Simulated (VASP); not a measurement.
# AlN (sol) (P6_3mc) in VASP: a series of runs, part 2 of 2

VASP 6.6.1. The steps go on from the part before.

### Step 3. Single point, PBEsol

Input file INCAR:

```
PREC = Accurate
ENCUT = 520
EDIFF = 1E-6
ISMEAR = 0
SIGMA = 0.02
LREAL = F
LASPH = T
NELM = 80
ALGO = Normal
ISIF = 2
LWAVE = F
LCHARG = F
GGA = PS
NBANDS = 16
```

Input file KPOINTS:

```
Automatic mesh
0
Gamma
  9 9 6
```

Input file POSCAR:

```
AlN
1.0
    3.1135756617      0.0000000000      0.0000000000
   -1.5567878308      2.6964356196      0.0000000000
    0.0000000000      0.0000000000      4.9831268447
Al N
2 2
Direct
    0.3333333333      0.6666666667     -0.0000061738
    0.6666666667      0.3333333333      0.4999938262
    0.3333333333      0.6666666667      0.3820061738
    0.6666666667      0.3333333333      0.8820061738
```

Potentials or basis: VASP PAW PBE potentials, release 64 (Al, N).

On the command line:

```bash
$ cat potpaw_PBE.64/Al/POTCAR potpaw_PBE.64/N/POTCAR > POTCAR
$ mpirun -np 1 vasp_std > vasp.out
```

OUTCAR:

```text
PREC = Accurate
   ENCUT = 520
   EDIFF = 1E-6
   ISMEAR = 0
   LREAL = F
   LASPH = T
   NELM = 80
   ISIF = 2
   GGA = PS

 ion  position               nearest neighbor table
   1  0.333  0.667  1.000-   4 1.89   4 1.89   4 1.89   3 1.90   2 3.07   2 3.07   2 3.07   2 3.07
                             2 3.07   2 3.07
   2  0.667  0.333  0.500-   3 1.89   3 1.89   3 1.89   4 1.90   1 3.07   1 3.07   1 3.07   1 3.07
                             1 3.07   1 3.07
   3  0.333  0.667  0.382-   2 1.89   2 1.89   2 1.89   1 1.90
   4  0.667  0.333  0.882-   1 1.89   1 1.89   1 1.89   2 1.90

  LATTYP: Found a hexagonal cell.
 ALAT       =     3.1135756617
 C/A-ratio  =     1.6004515021

  Lattice vectors:

 A1 = (   3.1135756617,   0.0000000000,   0.0000000000)
 A2 = (  -1.5567878308,   2.6964356196,   0.0000000000)
 A3 = (   0.0000000000,   0.0000000000,   4.9831268447)

Analysis of symmetry for initial positions (statically):
=====================================================================
 Subroutine PRICEL returns:
 Original cell was already a primitive cell.

 Routine SETGRP: Setting up the symmetry group for a
 hexagonal supercell.

 Subroutine GETGRP returns: Found 12 space group operations
 (whereof  6 operations were pure point group operations)
 out of a pool of 24 trial point group operations.

The static configuration has the point symmetry C_3v.
 The point group associated with its full space group is C_6v.

Analysis of symmetry for dynamics (positions and initial velocities):
=====================================================================
 Subroutine PRICEL returns:
 Original cell was already a primitive cell.

 Routine SETGRP: Setting up the symmetry group for a
 hexagonal supercell.

 Subroutine GETGRP returns: Found 12 space group operations
[... 120 lines left out ...]
   NUPDOWN=      -1.0000    fix difference up-down
   EMIN   =  10.00;   EMAX   =-10.00  energy-range for DOS
   EFERMI =   0.00;   METHOD = LEGACY
   ISMEAR =     0;   SIGMA  =   0.02  broadening in eV -4-tet -1-fermi 0-gaus
   EFERMI_NEDOS =   21; number of points for ismear=-14 and -15
   IALGO  =     38    algorithm
   IMIX   =      4    mixing-type and parameters
     AMIX     =   0.40;   BMIX     =  1.00
     AMIX_MAG =   1.60;   BMIX_MAG =  1.00
  volume/ion in A,a.u.               =      10.46        70.58
  Fermi-wavevector in a.u.,A,eV,Ry     =   1.188313  2.245587 19.212636  1.412089
  Thomas-Fermi vector in A             =   2.324446
   LORBIT       =      0    0 simple, 1 ext, 2 COOP (PROOUT), +10 PAW based schemes
   GGA     = PS    functional components
   LHFCALC =     F    Hartree Fock is set to
   AEXX    =    0.0000 exact exchange contribution
   IVDW    =     0    specifies the selected vdW correction
   LEPSILON=     F    determine dielectric tensor
   LRPA    =     F    only Hartree local field effects (RPA)
 non-spin polarized calculation
 Gauss-broadening in eV      SIGMA  =   0.02
  energy-cutoff  :      520.00
  volume of cell :       41.84
 maximum number of plane-waves:      1152
 NGX is ok and might be reduce to    24

 number of electron      15.9999997 magnetization

 Free energy of the ion-electron system (eV)
  ---------------------------------------------------
  ext. energy  EPLUGINS =         0.00000000
  ---------------------------------------------------
  free energy    TOTEN  =       -31.31239663 eV

  energy without entropy =      -31.31239663  energy(sigma->0) =      -31.31239663

 E-fermi :   6.1612     XC(G=0): -11.1002

 val. band max:        6.0530115685   @ k =   0.0000   0.0000   0.0000
 cond. band min:      10.1658809816   @ k =   0.0000   0.0000   0.0000
 fundamental gap:      4.1128694131
 Fermi energy:         6.1612259753

 k-point     1 :       0.0000    0.0000    0.0000
  band No.  band energies     occupation
      1      -9.1102      2.00000
      2      -6.9299      2.00000
      3       0.0019      2.00000
      4       5.1740      2.00000
      5       5.1740      2.00000
      6       5.8282      2.00000
[... 433 lines left out ...]
      3       1.2838      2.00000
      4       1.8435      2.00000
      5       1.8435      2.00000
      6       3.3224      2.00000
[... 8 lines left out ...]
     15      18.9537      0.00000
     16      21.0145      0.00000

 [... further k-points ...]
[... 5 lines left out ...]
  --------------------------------------------------------------------------------------
  -------------------------------------------------------------------------------------
  Total        0.0092073      0.0092073      0.0079197      0.0000000      0.0000000      0.0000000
  in kB        0.3526077      0.3526077      0.3032987      0.0000000      0.0000000      0.0000000
  external PRESSURE =       0.3361714 kB  Pullay stress =       0.0000000 kB

 VOLUME and BASIS-vectors are now :
 -----------------------------------------------------------------------------
  energy-cutoff  :      520.00
  volume of cell :       41.84
      direct lattice vectors                 reciprocal lattice vectors
     3.113575662  0.000000000  0.000000000     0.321174145  0.185429979  0.000000000
    -1.556787831  2.696435620  0.000000000     0.000000000  0.370859958  0.000000000
     0.000000000  0.000000000  4.983126845     0.000000000  0.000000000  0.200677212

 POSITION                                       TOTAL-FORCE (eV/Angst)
 -----------------------------------------------------------------------------------
     -0.00000      1.79762      4.98310         0.000000     -0.000000      0.001054
      1.55679      0.89881      2.49153        -0.000000     -0.000000      0.001054
     -0.00000      1.79762      1.90359        -0.000000      0.000000     -0.001054
      1.55679      0.89881      4.39515         0.000000     -0.000000     -0.001054
 -----------------------------------------------------------------------------------
    total drift:                               -0.000000      0.000000      0.000559

  FREE ENERGIE OF THE ION-ELECTRON SYSTEM (eV)
  ---------------------------------------------------
  free  energy   TOTEN  =       -31.3123966326 eV

  energy  without entropy=      -31.3123966326  energy(sigma->0) =      -31.31239663
```

stdout:

```text
POSCAR found type information on POSCAR AlN
 POSCAR found :  2 types and       4 ions
 scaLAPACK will be used
 -----------------------------------------------------------------------------
|                                                                             |
|                                                                             |
|     You enforced a specific xc type in the INCAR file but a different       |
|     I HOPE YOU KNOW WHAT YOU ARE DOING!                                     |
|                                                                             |
 -----------------------------------------------------------------------------

 LDA part: xc-table for (Slater+PW92), standard interpolation
 POSCAR, INCAR and KPOINTS ok, starting setup
 FFT: planning ... GRIDC
 FFT: planning ... GRID_SOFT
 FFT: planning ... GRID
 WAVECAR not read
 entering main loop
```

Wall time 16 s (1 thread of AMD EPYC 9R14 (Zen 4), shared host); peak memory 0.14 GiB.

What came out:

```yaml
Free_energy: -31.3124 eV
Pressure: 0.0 GPa
Band_gap_on_the_k_mesh: 4.11 eV, direct
```

Caveat: the PAW data sets were made with another functional, which shifts forces and pressure a little. A hybrid or GW would open this gap; PBEsol tends to underestimate it.

### Step 4. Single point, PBEsol

Input file INCAR:

```
  PREC = Accurate
  ENCUT = 520
  EDIFF = 1E-7
  ISMEAR = 0
  SIGMA = 0.01
  LREAL = False
  LASPH = True
  NELM = 60
  ALGO = Normal
  ISIF = 2
  LWAVE = False
  LCHARG = False
  GGA = PS
  NBANDS = 16
```

KPOINTS is that of step 3.

POSCAR is that of step 3.

On the command line:

```bash
$ cat potpaw_PBE.64/Al/POTCAR potpaw_PBE.64/N/POTCAR > POTCAR
$ mpirun -np 1 vasp_std > vasp.out
```

Wall time 17 s (1 thread of AMD EPYC 9R14 (Zen 4), shared host); peak memory 0.14 GiB.

The run converged. Its results:

| Item | Value |
| --- | --- |
| Free energy | -31.3124 eV |
| Pressure | 0.0 GPa |
| Band gap on the k mesh | 4.11 eV, direct |

Levels at points of the mesh, in eV from the valence-band top:
| k point | band 6 | band 7 | band 8 | band 9 | band 10 | band 11 |
| --- | --- | --- | --- | --- | --- | --- |
| (0.00, 0.00, 0.00) | -0.22 | -0.22 | 0.00 | 4.11 | 6.55 | 10.49 |
| (0.00, 0.00, 0.50) | -0.56 | -0.56 | -0.56 | 6.37 | 6.37 | 10.20 |

Caveat: the PAW data sets were made with another functional, which shifts forces and pressure a little.

### Step 5. Single point, PBEsol

Input file INCAR:

```
SYSTEM = AlN
PREC = Accurate
ENCUT = 520
EDIFF = 1E-6
ISMEAR = 0
SIGMA = 0.01
LREAL = .False.
LASPH = .True.
NELM = 80
ALGO = Normal
ISIF = 2
LWAVE = .False.
LCHARG = .False.
GGA = PS
NBANDS = 16
```

Input file KPOINTS:

```
Automatic mesh
0
Gamma
  9 9 6
  0 0 0
```

Input file POSCAR:

```
AlN
1.0
    3.1135756617      0.0000000000      0.0000000000
   -1.5567878308      2.6964356196      0.0000000000
    0.0000000000      0.0000000000      4.9831268447
Al N
2 2
Direct
    0.3333333333      0.6666666667     -0.0088552477
    0.6666666667      0.3333333333      0.4911447523
    0.3333333333      0.6666666667      0.3908552477
    0.6666666667      0.3333333333      0.8908552477
```

On the command line:

```bash
$ cat potpaw_PBE.64/Al/POTCAR potpaw_PBE.64/N/POTCAR > POTCAR
$ mpirun -np 1 vasp_std > vasp.out
```

It took 16 s on 1 thread of AMD EPYC 9R14 (Zen 4), shared host; peak memory 0.13 GiB.

Results (log left out):

* Free energy: -31.2299 eV
* Pressure: 0.5 GPa
* Largest force: 0.853 eV/Å
* Band gap on the k mesh: 3.84 eV, direct

Forces in eV/Å, atoms in the order of the input:
```
Al   0.000  0.000  0.853
Al   0.000  0.000  0.853
N    0.000  0.000 -0.853
N    0.000  0.000 -0.853
```

Stress tensor (GPa, compression positive):
```
 3.89  0.00  0.00
 0.00  3.89  0.00
 0.00  0.00 -6.44
```

Levels at points of the mesh, in eV from the valence-band top:
| k point | band 4 | band 5 | band 6 | band 7 | band 8 | band 9 | band 10 | band 11 | band 12 | band 13 |
| --- | --- | --- | --- | --- | --- | --- | --- | --- | --- | --- |
| (0.00, 0.00, 0.00) | -1.28 | -1.28 | -0.62 | -0.62 | 0.00 | 3.84 | 6.33 | 10.39 | 10.71 | 10.71 |
| (0.00, 0.00, 0.50) | -3.51 | -0.96 | -0.96 | -0.96 | -0.96 | 6.20 | 6.20 | 9.93 | 9.93 | 11.04 |

Caveat: the PAW data sets were made with another functional, which shifts forces and pressure a little. As with any semilocal functional, this PBEsol gap is likely too small.

### Step 6. Summary

```tsv
cell	k mesh	smearing	gap on the mesh (eV)	pressure (GPa)
a = 3.112, b = 3.112, c = 4.982 Å, angles 90.0, 90.0, 120.0°, 4 atoms	6 × 6 × 4	gaussian 0.1 eV	4.12	0.2
a = 3.114, b = 3.114, c = 4.983 Å, angles 90.0, 90.0, 120.0°, 4 atoms	9 × 9 × 6	gaussian 0.02 eV	4.11	0.0
a = 3.114, b = 3.114, c = 4.983 Å, angles 90.0, 90.0, 120.0°, 4 atoms	9 × 9 × 6	gaussian 0.01 eV	3.84	0.5
```

Some of these runs hold the atoms at other places in the same cell, which the table doesn't show; runs alike in all that it shows share one row.

Alike in all rows: task single point; level PBEsol; potentials or basis VASP PAW PBE potentials, release 64 (Al, N); no spin polarisation; cutoff (eV) 520.

On the cell as given the gap runs from 3.84 eV (PBEsol) to 4.12 eV (PBEsol); the meshes differ, which moves gaps too.

Caveats: the PAW data sets were made with another functional, which shifts forces and pressure a little.

Absolute energies hang on the potentials; compare differences alone.
